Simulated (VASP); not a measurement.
# ZnSe (P4/nmm) in VASP: a series of runs

ZnSe is run at these levels: LDA; tasks: single point.

Program: VASP 6.6.1. These are calculated values, not measurements. Logs are shortened: lines on timing, memory, paths and dates and some standing lists are left out, and cuts for length are marked.

**1. The cell of the first run**

Symmetry: P4/nmm, No. 129, tetragonal system. The conventional cell has a = 4.044 Å, b = 4.044 Å, c = 5.337 Å, α = 90.00°, β = 90.00°, γ = 90.00°. Within 3.3 Å of Zn (site symmetry -4m2) lie 4 Se at 2.51 Å and 4 Zn at 2.86 Å. Within 3.3 Å of Se (site symmetry 4mm) lie 4 Zn at 2.51 Å.

**2. Single point, LDA (atoms shifted along a free coordinate)**

Contents of INCAR:

```
PREC = Accurate
ENCUT = 520
EDIFF = 1E-6
ISMEAR = 0
SIGMA = 0.05
LREAL = False
LASPH = True
NELM = 80
ALGO = Normal
ISIF = 2
LWAVE = False
LCHARG = False
GGA = CA
NBANDS = 26
```

Contents of KPOINTS:

```
Automatic mesh
0
Gamma
  8 8 6
```

Contents of POSCAR:

```
ZnSe
1.0
    4.0437991417      0.0000000000      0.0000000000
    0.0000000000      4.0437991417      0.0000000000
    0.0000000000      0.0000000000      5.3369824815
Zn Se
2 2
Direct
    0.0000000000      0.0000000000      0.0000000000
    0.5000000000      0.5000000000      0.0000000000
    0.0000000000      0.5000000000      0.2796655406
    0.5000000000      0.0000000000      0.7203344594
```

Potentials or basis: VASP PAW LDA potentials, release 64 (Zn, Se).

On the command line:

```console
$ cat potpaw_LDA.64/Zn/POTCAR potpaw_LDA.64/Se/POTCAR > POTCAR
$ mpirun -np 1 vasp_std > vasp.out
```

OUTCAR:

```text
PREC = Accurate
   ENCUT = 520
   EDIFF = 1E-6
   ISMEAR = 0
   LREAL = False
   LASPH = True
   NELM = 80
   ISIF = 2
   GGA = CA

 ion  position               nearest neighbor table
   1  0.000  0.000  0.000-   3 2.51   4 2.51   3 2.51   4 2.51   2 2.86   2 2.86   2 2.86   2 2.86

   2  0.500  0.500  0.000-   3 2.51   4 2.51   4 2.51   3 2.51   1 2.86   1 2.86   1 2.86   1 2.86

   3  0.000  0.500  0.280-   1 2.51   2 2.51   1 2.51   2 2.51
   4  0.500  0.000  0.720-   1 2.51   2 2.51   2 2.51   1 2.51

  LATTYP: Found a simple tetragonal cell.
 ALAT       =     4.0437991417
 C/A-ratio  =     1.3197941575

  Lattice vectors:

 A1 = (   4.0437991417,   0.0000000000,   0.0000000000)
 A2 = (   0.0000000000,   4.0437991417,   0.0000000000)
 A3 = (   0.0000000000,   0.0000000000,   5.3369824815)

Analysis of symmetry for initial positions (statically):
=====================================================================
 Subroutine PRICEL returns:
 Original cell was already a primitive cell.

 Routine SETGRP: Setting up the symmetry group for a
 simple tetragonal supercell.

 Subroutine GETGRP returns: Found 16 space group operations
 (whereof  8 operations were pure point group operations)
 out of a pool of 16 trial point group operations.

The static configuration has the point symmetry D_2d.
 The point group associated with its full space group is D_4h.

Analysis of symmetry for dynamics (positions and initial velocities):
=====================================================================
 Subroutine PRICEL returns:
 Original cell was already a primitive cell.

 Routine SETGRP: Setting up the symmetry group for a
 simple tetragonal supercell.

 Subroutine GETGRP returns: Found 16 space group operations
 (whereof  8 operations were pure point group operations)
 out of a pool of 16 trial point group operations.

The dynamic configuration has the point symmetry D_2d.
 The point group associated with its full space group is D_4h.

 Subroutine INISYM returns: Found 16 space group operations
 (whereof  8 operations are pure point group operations),
 and found     1 'primitive' translations

----------------------------------------------------------------------------------------

                                     Primitive cell
[... 84 lines left out ...]
   NGXF,Y,Z  is equivalent  to a cutoff of  24.67, 24.67, 24.92 a.u.
 SYSTEM =  unknown system
   PREC   = accura    normal or accurate (medium, high low for compatibility)
   ISTART =      0    job   : 0-new  1-cont  2-samecut
   ICHARG =      2    charge: 1-file 2-atom 10-const
   ISPIN  =      1    spin polarized calculation?
   LNONCOLLINEAR =      F non collinear calculations
   LSORBIT =      F    spin-orbit coupling
   LASPH  =      T    aspherical Exc in radial PAW
   ENCUT  =  520.0 eV  38.22 Ry    6.18 a.u.   7.52  7.52  9.92*2*pi/ulx,y,z
   NELM   =     80;   NELMIN=  2; NELMDL= -5     # of ELM steps
   EDIFF  = 0.1E-05   stopping-criterion for ELM
   LREAL  =      F    real-space projection
[... 7 lines left out ...]
   TEBEG  =    0.0;   TEEND  =   0.0 temperature during run
   PSTRESS=    0.0 pullay stress
   NELECT =      36.0000    total number of electrons
   NUPDOWN=      -1.0000    fix difference up-down
   EMIN   =  10.00;   EMAX   =-10.00  energy-range for DOS
   EFERMI =   0.00;   METHOD = LEGACY
   ISMEAR =     0;   SIGMA  =   0.05  broadening in eV -4-tet -1-fermi 0-gaus
   EFERMI_NEDOS =   21; number of points for ismear=-14 and -15
   IALGO  =     38    algorithm
   IMIX   =      4    mixing-type and parameters
     AMIX     =   0.40;   BMIX     =  1.00
     AMIX_MAG =   1.60;   BMIX_MAG =  1.00
  volume/ion in A,a.u.               =      21.82       147.24
  Fermi-wavevector in a.u.,A,eV,Ry     =   1.218664  2.302941 20.206587  1.485142
  Thomas-Fermi vector in A             =   2.353943
   LORBIT       =      0    0 simple, 1 ext, 2 COOP (PROOUT), +10 PAW based schemes
   GGA     = CA    functional components
   LHFCALC =     F    Hartree Fock is set to
   AEXX    =    0.0000 exact exchange contribution
   IVDW    =     0    specifies the selected vdW correction
   LEPSILON=     F    determine dielectric tensor
   LRPA    =     F    only Hartree local field effects (RPA)
 non-spin polarized calculation
 Gauss-broadening in eV      SIGMA  =   0.05
  energy-cutoff  :      520.00
  volume of cell :       87.27
 maximum number of plane-waves:      2377
   NGX = 15   NGY = 15   NGZ = 19

 number of electron      36.0000055 magnetization

 Free energy of the ion-electron system (eV)
  ---------------------------------------------------
  ext. energy  EPLUGINS =         0.00000000
  ---------------------------------------------------
  free energy    TOTEN  =       -14.00186020 eV

  energy without entropy =      -14.00186020  energy(sigma->0) =      -14.00186020

 E-fermi :   2.1956     XC(G=0):  -9.9333

 val. band max:        1.9353940341   @ k =   0.0000   0.0000   0.0000
 cond. band min:       3.4238677135   @ k =   0.0000   0.0000   0.0000
 fundamental gap:      1.4884736794
 Fermi energy:         2.1955694914

 k-point     1 :       0.0000    0.0000    0.0000
  band No.  band energies     occupation
      1     -11.6076      2.00000
      2     -10.2984      2.00000
      3      -5.3178      2.00000
      4      -5.2803      2.00000
      5      -5.1673      2.00000
      6      -5.1673      2.00000
[... 685 lines left out ...]
     25      10.7834      0.00000
     26      10.7834      0.00000

 [... further k-points ...]

------------------------ aborting loop because EDIFF is reached ----------------------------------------

  FORCE on cell =-STRESS in cart. coord.  units (eV):
  Direction    XX          YY          ZZ          XY          YZ          ZX
  --------------------------------------------------------------------------------------
  -------------------------------------------------------------------------------------
  Total       -1.4793613     -1.4793613     -1.3869541      0.0000000      0.0000000      0.0000000
  in kB      -27.1587575    -27.1587575    -25.4623062      0.0000000      0.0000000      0.0000000
  external PRESSURE =     -26.5932738 kB  Pullay stress =       0.0000000 kB

 VOLUME and BASIS-vectors are now :
 -----------------------------------------------------------------------------
  energy-cutoff  :      520.00
  volume of cell :       87.27
      direct lattice vectors                 reciprocal lattice vectors
     4.043799142  0.000000000  0.000000000     0.247292203  0.000000000  0.000000000
     0.000000000  4.043799142  0.000000000     0.000000000  0.247292203  0.000000000
     0.000000000  0.000000000  5.336982481     0.000000000  0.000000000  0.187371797

 POSITION                                       TOTAL-FORCE (eV/Angst)
 -----------------------------------------------------------------------------------
      0.00000      0.00000      0.00000         0.000000     -0.000000     -0.000000
      2.02190      2.02190      0.00000        -0.000000      0.000000     -0.000000
      0.00000      2.02190      1.49257        -0.000000      0.000000     -0.378504
      2.02190      0.00000      3.84441        -0.000000      0.000000      0.378504
 -----------------------------------------------------------------------------------
    total drift:                                0.000000      0.000000      0.000000

  FREE ENERGIE OF THE ION-ELECTRON SYSTEM (eV)
  ---------------------------------------------------
  free  energy   TOTEN  =       -14.0018601958 eV

  energy  without entropy=      -14.0018601958  energy(sigma->0) =      -14.00186020
```

Run time: 2.2 min. Hardware: 1 thread of Intel Xeon 8259CL, shared host; peak memory 0.24 GiB.

What came out:

| Item | Value |
| --- | --- |
| Free energy | -14.0019 eV |
| Pressure | -2.7 GPa |
| Largest force | 0.379 eV/Å |
| Band gap on the k mesh | 1.49 eV |

Forces on the atoms (eV/Å):
```
Zn   0.000  0.000  0.000
Zn   0.000  0.000  0.000
Se   0.000  0.000 -0.379
Se   0.000  0.000  0.379
```

Caveat: the cell differs from its parent crystal (atoms shifted along a free coordinate). A k mesh can miss the band edges.

**3. Single point, LDA (atoms shifted along a free coordinate)**

Contents of INCAR:

```
SYSTEM = ZnSe
ALGO = Normal
EDIFF = 1E-6
ENCUT = 520
GGA = CA
ISIF = 2
ISMEAR = 0
LASPH = .True.
LCHARG = .False.
LREAL = .False.
LWAVE = .False.
NBANDS = 26
NELM = 100
PREC = Accurate
SIGMA = 0.05
```

Contents of KPOINTS:

```
k-points
0
Gamma
  8 8 6
  0 0 0
```

Contents of POSCAR:

```
ZnSe
1.0
    4.1030397429      0.0000000000      0.0000000000
    0.0000000000      4.1030397429      0.0000000000
    0.0000000000      0.0000000000      5.4151678808
Zn Se
2 2
Direct
    0.0000000000      0.0000000000      0.0000000000
    0.5000000000      0.5000000000      0.0000000000
    0.0000000000      0.5000000000      0.2984995820
    0.5000000000      0.0000000000      0.7015004180
```

Potentials or basis: VASP PAW LDA potentials, release 64 (Zn, Se).

On the command line:

```console
$ cat potpaw_LDA.64/Zn/POTCAR potpaw_LDA.64/Se/POTCAR > POTCAR
$ mpirun -np 1 vasp_std > vasp.out
```

Wall time 2.3 min (1 thread of Intel Xeon 8259CL, shared host); peak memory 0.25 GiB.

It converged, with:

```
Free energy            : -13.6687 eV
Pressure               : -7.7 GPa
Largest force          : 1.562 eV/Å
Band gap on the k mesh : 1.04 eV
```

Forces on the atoms (eV/Å):
```
Zn   0.000  0.000  0.000
Zn   0.000  0.000  0.000
Se   0.000  0.000 -1.562
Se   0.000  0.000  1.562
```

Stress tensor (GPa, compression positive):
```
-6.93  0.00  0.00
 0.00 -6.93  0.00
 0.00  0.00 -9.21
```

Levels at points of the mesh, in eV from the valence-band top:
| k point | band 15 | band 16 | band 17 | band 18 | band 19 | band 20 | band 21 | band 22 |
| --- | --- | --- | --- | --- | --- | --- | --- | --- |
| (0.00, 0.00, 0.00) | -2.44 | -0.64 | 0.00 | 0.00 | 1.04 | 1.52 | 2.90 | 4.79 |
| (0.50, 0.00, 0.00) | -2.47 | -2.47 | -1.03 | -1.03 | 3.42 | 3.42 | 4.53 | 4.53 |
| (0.50, 0.50, 0.00) | -2.36 | -2.36 | -1.86 | -1.86 | 2.20 | 2.20 | 2.25 | 2.25 |
| (0.00, 0.00, 0.50) | -1.78 | -1.78 | -1.04 | -1.04 | 1.85 | 3.22 | 3.75 | 4.38 |
| (0.50, 0.00, 0.50) | -0.93 | -0.93 | -0.77 | -0.77 | 1.72 | 1.72 | 5.31 | 5.31 |
| (0.50, 0.50, 0.50) | -3.29 | -3.29 | -2.99 | -2.99 | 4.36 | 4.36 | 4.53 | 4.53 |

Caveat: the cell differs from its parent crystal (atoms shifted along a free coordinate); the cell stands under tension; forces of over 1 eV/Å act on the atoms, so gaps and moduli don't describe the material at rest. A k mesh can miss the band edges.

(Part 1 of 2 ends here.)
